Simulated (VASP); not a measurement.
A run of VASP 6.6.1:

Contents of INCAR:

```
SYSTEM = SiC
PREC = Accurate
ENCUT = 520
EDIFF = 1E-6
ISMEAR = -1
SIGMA = 0.02
LREAL = .FALSE.
LASPH = .TRUE.
NELM = 60
ALGO = Normal
ISIF = 2
LWAVE = .FALSE.
LCHARG = .FALSE.
GGA = PE
NBANDS = 16
```

KPOINTS

```
Automatic mesh
0
G
  12 12 6
  0 0 0
```

File POSCAR:

```
SiC
1.0
    3.0919365092      0.0000000000      0.0000000000
   -1.5459682546      2.6776955638      0.0000000000
    0.0000000000      0.0000000000      5.0742922867
Si C
2 2
Direct
    0.3333333333      0.6666666667      0.4995817071
    0.6666666667      0.3333333333      0.9995817071
    0.3333333333      0.6666666667      0.8754182929
    0.6666666667      0.3333333333      0.3754182929
```

Potentials or basis: VASP PAW PBE potentials, release 64 (Si, C).

The run is started by

```console
$ cat potpaw_PBE.64/Si/POTCAR potpaw_PBE.64/C/POTCAR > POTCAR
$ mpirun -np 1 vasp_std > vasp.out
```

Hardware: 1 thread of Intel(R) Xeon(R) Platinum 8488C (Sapphire Rapids) (shared host).

Q: Estimate the wall time of this run.

A: It took 35 s on 1 thread of Intel(R) Xeon(R) Platinum 8488C (Sapphire Rapids), on a shared host, peak memory 0.17 GiB. Counts: scf iterations 13, k points 76.
